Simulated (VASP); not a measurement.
Write the native input for VASP 6.6.1 that does the following.

- Task: single point
- Functional: PBE
- Potentials or basis: VASP PAW PBE potentials, release 64 (C)
- Cutoff: 520 eV
- k mesh: 12 × 12 × 12
- Occupations: gaussian, width 0.05 eV
- Spin: no spin polarisation
- Dipole correction: no
- Further INCAR settings: ALGO = Normal; EDIFF = 1e-06; NBANDS = 11

The structure of C lies in POSCAR:

```
C
1.0
    0.0000000000      1.7702168663      1.8170952449
    1.7702168663      0.0000000000      1.8170952449
    1.7702168663      1.7702168663      0.0000000000
C
2
Direct
    0.5000000000      0.5000000000      0.5000000000
    0.7500000000      0.7500000000      0.7500000000
```

This cell differs from its parent crystal: strain +e along x and -e along y +0.0000, strain +e along z and -e/2 along x and y +0.0175.

These files were run (other wordings do the same):

INCAR

```
SYSTEM = C
ALGO = Normal
EDIFF = 1E-6
ENCUT = 520
GGA = PE
ISIF = 2
ISMEAR = 0
LASPH = .True.
LCHARG = .False.
LREAL = .False.
LWAVE = .False.
NBANDS = 11
NELM = 80
PREC = Accurate
SIGMA = 0.05
```

KPOINTS

```
k-points
0
Gamma
  12 12 12
  0 0 0
```

Potentials or basis: VASP PAW PBE potentials, release 64 (C).

Run with:

```bash
$ cat potpaw_PBE.64/C/POTCAR > POTCAR
$ mpirun -np 1 vasp_std > vasp.out
```

Results of the run:

| Quantity | Value |
| --- | --- |
| Pressure | 0.7 GPa |
| Band gap on the k mesh | 3.81 eV, indirect (least direct gap 5.34 eV) |

Caveat: the cell differs from its parent crystal (strain +e along x and -e along y +0.0000, strain +e along z and -e/2 along x and y +0.0175).

Run time: 10 s on 1 thread of Intel(R) Xeon(R) Platinum 8559C (Emerald Rapids), with other jobs on the host, peak memory 0.12 GiB.
